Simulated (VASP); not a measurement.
# Sb (R-3m) in VASP: further runs

Sb is run at these levels: PBEsol; tasks: single point.

Everything below comes from runs of VASP 6.6.1. Logs are shortened: lines on timing, memory, paths and dates and some standing lists are left out, and cuts for length are marked.

### 1 The cell of the first run

The structure is trigonal, space group R-3m (No. 166). Conventional cell: a = 4.220 Å, b = 4.220 Å, c = 11.044 Å, α = 90.00°, β = 90.00°, γ = 120.00°. Sb (site symmetry 3m) has 6 Sb at 2.85 to 3.29 Å within 3.8 Å.

### 2 Single point, PBEsol

The input, INCAR:

```
PREC = Accurate
ENCUT = 520
EDIFF = 1E-6
ISMEAR = -1
SIGMA = 0.05
LREAL = False
LASPH = True
NELM = 60
ALGO = Normal
ISIF = 2
LWAVE = False
LCHARG = False
GGA = PS
NBANDS = 12
```

The input, KPOINTS:

```
Automatic mesh
0
Gamma
  8 8 8
```

The input, POSCAR:

```
Sb
1.0
    2.1102243954      1.2183406310      3.6812845966
   -2.1102243954      1.2183406310      3.6812845966
    0.0000000000     -2.4366812620      3.6812845966
Sb
2
Direct
    0.2334900000      0.2334900000      0.2334900000
    0.7665100000      0.7665100000      0.7665100000
```

Potentials or basis: VASP PAW PBE potentials, release 64 (Sb).

Run with:

```sh
$ cat potpaw_PBE.64/Sb/POTCAR > POTCAR
$ mpirun -np 1 vasp_std > vasp.out
```

OUTCAR:

```text
PREC = Accurate
   ENCUT = 520
   EDIFF = 1E-6
   ISMEAR = -1
   LREAL = False
   LASPH = True
   NELM = 60
   ISIF = 2
   GGA = PS

 ion  position               nearest neighbor table
   1  0.233  0.233  0.233-   2 2.85   2 2.85   2 2.85   2 3.29   2 3.29   2 3.29
   2  0.767  0.767  0.767-   1 2.85   1 2.85   1 2.85   1 3.29   1 3.29   1 3.29

  LATTYP: Found a trigonal (rhomboedric) cell.
 ALAT       =     4.4146638800
 COS(alpha) =     0.5430245193

  Lattice vectors:

 A1 = (   2.1102243954,   1.2183406310,   3.6812845966)
 A2 = (  -2.1102243954,   1.2183406310,   3.6812845966)
 A3 = (   0.0000000000,  -2.4366812620,   3.6812845966)

Analysis of symmetry for initial positions (statically):
=====================================================================
 Subroutine PRICEL returns:
 Original cell was already a primitive cell.

 Routine SETGRP: Setting up the symmetry group for a
 trigonal (rhombohedral) supercell.

 Subroutine GETGRP returns: Found 12 space group operations
 (whereof 12 operations were pure point group operations)
 out of a pool of 12 trial point group operations.

The static configuration has the point symmetry D_3d.

Analysis of symmetry for dynamics (positions and initial velocities):
=====================================================================
 Subroutine PRICEL returns:
 Original cell was already a primitive cell.

 Routine SETGRP: Setting up the symmetry group for a
 trigonal (rhombohedral) supercell.

 Subroutine GETGRP returns: Found 12 space group operations
 (whereof 12 operations were pure point group operations)
 out of a pool of 12 trial point group operations.

The dynamic configuration has the point symmetry D_3d.

 Subroutine INISYM returns: Found 12 space group operations
 (whereof 12 operations are pure point group operations),
 and found     1 'primitive' translations

----------------------------------------------------------------------------------------

                                     Primitive cell

  volume of cell :      56.7869

  direct lattice vectors                    reciprocal lattice vectors
     2.110224395  1.218340631  3.681284597     0.236941626  0.136798086  0.090548102
    -2.110224395  1.218340631  3.681284597    -0.236941626  0.136798086  0.090548102
     0.000000000 -2.436681262  3.681284597     0.000000000 -0.273596172  0.090548102

  length of vectors
     4.414663880  4.414663880  4.414665543     0.288190925  0.288190925  0.288190604

  position of ions in fractional coordinates (direct lattice)
     0.233490000  0.233490000  0.233490000
     0.766510000  0.766510000  0.766510000

  ion indices of the primitive-cell ions
   primitive index   ion index
                 1           1
                 2           2

----------------------------------------------------------------------------------------

 KPOINTS: Automatic mesh

Automatic generation of k-mesh.
 Grid dimensions read from file:
 generate k-points for:    8    8    8

 Generating k-lattice:

  Cartesian coordinates                     Fractional coordinates (reciprocal lattice)
     0.029617703  0.017099761  0.011318513     0.125000000  0.000000000  0.000000000
    -0.029617703  0.017099761  0.011318513     0.000000000  0.125000000  0.000000000
     0.000000000 -0.034199522  0.011318513     0.000000000  0.000000000  0.125000000

  Length of vectors
     0.036023866  0.036023866  0.036023826

  Shift w.r.t. Gamma in fractional coordinates (k-lattice)
     0.000000000  0.000000000  0.000000000

 Subroutine IBZKPT returns following result:
 ===========================================

 Found     65 irreducible k-points:

 Following reciprocal coordinates:
            Coordinates               Weight
  0.000000  0.000000  0.000000      1.000000
  0.125000 -0.000000  0.000000      6.000000
  0.250000 -0.000000  0.000000      6.000000
  0.375000  0.000000  0.000000      6.000000
  0.500000 -0.000000  0.000000      3.000000
  0.125000  0.125000  0.000000      6.000000
[... 16 lines left out ...]
  0.250000  0.125000  0.125000      6.000000
  0.375000  0.125000  0.125000      6.000000
 [... further k-points ...]
   k-points           NKPTS =     65   k-points in BZ     NKDIM =     65   number of bands    NBANDS=     12
   number of dos      NEDOS =    301   number of ions     NIONS =      2
   total plane-waves  NPLWV =  46656
   dimension x,y,z NGX =    36 NGY =   36 NGZ =   36
   dimension x,y,z NGXF=    72 NGYF=   72 NGZF=   72
   ions per type =               2
   NGX,Y,Z   is equivalent  to a cutoff of  13.56, 13.56, 13.56 a.u.
   NGXF,Y,Z  is equivalent  to a cutoff of  27.11, 27.11, 27.11 a.u.
 SYSTEM =  unknown system
   PREC   = accura    normal or accurate (medium, high low for compatibility)
   ISTART =      0    job   : 0-new  1-cont  2-samecut
   ICHARG =      2    charge: 1-file 2-atom 10-const
   ISPIN  =      1    spin polarized calculation?
   LNONCOLLINEAR =      F non collinear calculations
   LSORBIT =      F    spin-orbit coupling
   LASPH  =      T    aspherical Exc in radial PAW
   ENCUT  =  520.0 eV  38.22 Ry    6.18 a.u.   8.21  8.21  8.21*2*pi/ulx,y,z
   NELM   =     60;   NELMIN=  2; NELMDL= -5     # of ELM steps
   EDIFF  = 0.1E-05   stopping-criterion for ELM
   LREAL  =      F    real-space projection
   EDIFFG = 0.1E-04   stopping-criterion for IOM
   NSW    =      0    number of steps for IOM
   IBRION =     -1    ionic relax: 0-MD 1-quasi-New 2-CG
   NFREE  =      0    steps in history (QN), initial steepest desc. (CG)
   ISIF   =      2    stress and relaxation
   ISYM   =      2    0-nonsym 1-usesym 2-fastsym
   POTIM  = 0.5000    time-step for ionic-motion
   TEBEG  =    0.0;   TEEND  =   0.0 temperature during run
   PSTRESS=    0.0 pullay stress
   NELECT =      10.0000    total number of electrons
   NUPDOWN=      -1.0000    fix difference up-down
   EMIN   =  10.00;   EMAX   =-10.00  energy-range for DOS
   EFERMI =   0.00;   METHOD = LEGACY
   ISMEAR =    -1;   SIGMA  =   0.05  broadening in eV -4-tet -1-fermi 0-gaus
   EFERMI_NEDOS =   21; number of points for ismear=-14 and -15
   IALGO  =     38    algorithm
   IMIX   =      4    mixing-type and parameters
     AMIX     =   0.40;   BMIX     =  1.00
     AMIX_MAG =   1.60;   BMIX_MAG =  1.00
  volume/ion in A,a.u.               =      28.39       191.61
  Fermi-wavevector in a.u.,A,eV,Ry     =   0.917611  1.734034 11.456252  0.842011
  Thomas-Fermi vector in A             =   2.042600
   LORBIT       =      0    0 simple, 1 ext, 2 COOP (PROOUT), +10 PAW based schemes
   GGA     = PS    functional components
   LHFCALC =     F    Hartree Fock is set to
   AEXX    =    0.0000 exact exchange contribution
   IVDW    =     0    specifies the selected vdW correction
   LEPSILON=     F    determine dielectric tensor
   LRPA    =     F    only Hartree local field effects (RPA)
 non-spin polarized calculation
  energy-cutoff  :      520.00
  volume of cell :       56.79
 maximum number of plane-waves:      1548
 NGX is ok and might be reduce to    36
   NGX = 17   NGY = 17   NGZ = 17

 number of electron      10.0000000 magnetization

 Free energy of the ion-electron system (eV)
  ---------------------------------------------------
  ext. energy  EPLUGINS =         0.00000000
  ---------------------------------------------------
  free energy    TOTEN  =        -9.06966431 eV

  energy without entropy =       -9.06679902  energy(sigma->0) =       -9.06823166

 E-fermi :   8.0251     XC(G=0):  -9.9285

 val. band max:        8.0173542030   @ k =   0.3750   0.1250   0.1250
 cond. band min:       8.0928050063   @ k =   0.5000  -0.0000   0.0000
 fundamental gap:      0.0754508034
 Fermi energy:         8.0250548484

 k-point     1 :       0.0000    0.0000    0.0000
  band No.  band energies     occupation
      1      -5.3085      2.00000
      2       3.4716      2.00000
      3       5.7162      2.00000
      4       6.0255      2.00000
      5       6.0255      2.00000
      6      10.0137      0.00000
      7      10.7279      0.00000
      8      10.7279      0.00000
      9      12.9547      0.00000
     10      12.9547      0.00000
     11      13.1607      0.00000
     12      14.2470      0.00000

 k-point     2 :       0.1250   -0.0000    0.0000
  band No.  band energies     occupation
      1      -5.1243      2.00000
      2       2.5678      2.00000
      3       5.7575      2.00000
      4       5.9770      2.00000
      5       6.4058      2.00000
      6       9.9418      0.00000
      7      10.2797      0.00000
      8      10.3085      0.00000
      9      12.3429      0.00000
     10      12.8544      0.00000
     11      13.0323      0.00000
     12      15.5178      0.00000

 k-point     3 :       0.2500   -0.0000    0.0000
  band No.  band energies     occupation
      1      -4.5766      2.00000
      2       0.8972      2.00000
      3       5.7752      2.00000
      4       5.8911      2.00000
      5       6.9033      2.00000
      6       9.2244      0.00000
      7       9.3318      0.00000
      8       9.4089      0.00000
      9      12.7428      0.00000
     10      13.3903      0.00000
     11      13.9163      0.00000
     12      17.8376      0.00000

 k-point     4 :       0.3750    0.0000    0.0000
  band No.  band energies     occupation
      1      -3.6877      2.00000
      2      -0.8011      2.00000
      3       5.8495      2.00000
      4       5.8861      2.00000
      5       7.2559      2.00000
      6       8.3222      0.00523
      7       8.4700      0.00027
      8       8.6641      0.00001
      9      14.0198      0.00000
     10      15.0222      0.00000
     11      15.4734      0.00000
     12      18.1286      0.00000

 k-point     5 :       0.5000   -0.0000    0.0000
  band No.  band energies     occupation
      1      -2.7696      2.00000
      2      -2.0065      2.00000
      3       5.8470      2.00000
      4       5.9810      2.00000
      5       7.6320      1.99923
      6       7.7190      1.99561
      7       8.0928      0.41011
      8       8.3809      0.00162
      9      15.5199      0.00000
     10      16.2828      0.00000
     11      17.2053      0.00000
     12      17.2248      0.00000
[... 228 lines left out ...]
      1      -2.7170      2.00000
      2      -0.1857      2.00000
      3       2.1464      2.00000
      4       3.8845      2.00000
      5       3.9923      2.00000
      6       9.1955      0.00000
      7      13.2251      0.00000
      8      13.7646      0.00000
      9      15.4484      0.00000
     10      16.8327      0.00000
     11      18.1040      0.00000
     12      18.7335      0.00000

 k-point    22 :       0.1250    0.1250    0.1250
  band No.  band energies     occupation
      1      -5.1575      2.00000
      2       2.4489      2.00000
      3       6.0581      2.00000
      4       6.0581      2.00000
      5       6.4470      2.00000
      6       9.9554      0.00000
      7      10.2183      0.00000
      8      10.2183      0.00000
      9      12.6963      0.00000
     10      13.1458      0.00000
     11      13.1458      0.00000
     12      15.1324      0.00000

 k-point    23 :       0.2500    0.1250    0.1250
  band No.  band energies     occupation
      1      -4.8757      2.00000
      2       1.6250      2.00000
      3       4.9395      2.00000
      4       6.3936      2.00000
      5       7.5020      1.99994
      6       9.1331      0.00000
      7       9.1539      0.00000
      8      10.9740      0.00000
      9      12.6315      0.00000
     10      13.0803      0.00000
     11      13.9471      0.00000
     12      15.4789      0.00000

 k-point    24 :       0.3750    0.1250    0.1250
  band No.  band energies     occupation
      1      -4.2385      2.00000
      2       0.3050      2.00000
      3       4.2900      2.00000
      4       6.2950      2.00000
      5       8.0174      1.07685
      6       8.2539      0.02037
      7       8.5759      0.00003
      8      11.1114      0.00000
      9      12.8586      0.00000
     10      13.8326      0.00000
     11      15.1264      0.00000
     12      17.0615      0.00000

 [... further k-points ...]

------------------------ aborting loop because EDIFF is reached ----------------------------------------

  FORCE on cell =-STRESS in cart. coord.  units (eV):
  Direction    XX          YY          ZZ          XY          YZ          ZX
  --------------------------------------------------------------------------------------
  -------------------------------------------------------------------------------------
  Total        1.7344713      1.7344771      1.2240684      0.0000000     -0.0000000      0.0000000
  in kB       48.9361387     48.9363000     34.5356997      0.0000000     -0.0000000      0.0000000
  external PRESSURE =      44.1360461 kB  Pullay stress =       0.0000000 kB

 VOLUME and BASIS-vectors are now :
 -----------------------------------------------------------------------------
  energy-cutoff  :      520.00
  volume of cell :       56.79
      direct lattice vectors                 reciprocal lattice vectors
     2.110224395  1.218340631  3.681284597     0.236941626  0.136798086  0.090548102
    -2.110224395  1.218340631  3.681284597    -0.236941626  0.136798086  0.090548102
     0.000000000 -2.436681262  3.681284597     0.000000000 -0.273596172  0.090548102

 POSITION                                       TOTAL-FORCE (eV/Angst)
 -----------------------------------------------------------------------------------
      0.00000      0.00000      2.57863         0.000000      0.000000      0.522334
      0.00000      0.00000      8.46522         0.000000     -0.000000     -0.522334
 -----------------------------------------------------------------------------------
    total drift:                                0.000000     -0.000000     -0.000000

  FREE ENERGIE OF THE ION-ELECTRON SYSTEM (eV)
  ---------------------------------------------------
  free  energy   TOTEN  =        -9.0696643052 eV

  energy  without entropy=       -9.0667990173  energy(sigma->0) =       -9.06823166
```

Wall time 32 s (1 thread of Intel Xeon Platinum 8259CL at 2.50GHz (Skylake/Cascade Lake), shared host); peak memory 0.21 GiB.

What came out:

```
Free energy            : -9.0697 eV
Pressure               : 4.4 GPa
Largest force          : 0.522 eV/Å
Band gap on the k mesh : zero (band 5 reaches 8.02 eV, above the bottom of band 6 at 7.72 eV)
```

Forces on the atoms (eV/Å):
```
Sb   0.000  0.000  0.522
Sb   0.000  0.000 -0.522
```

Caveat: the PAW data sets were made with another functional, which shifts forces and pressure a little; spin-orbit coupling is left out, which moves the levels of the heavy elements.

(Continued in part 2 of 2.)
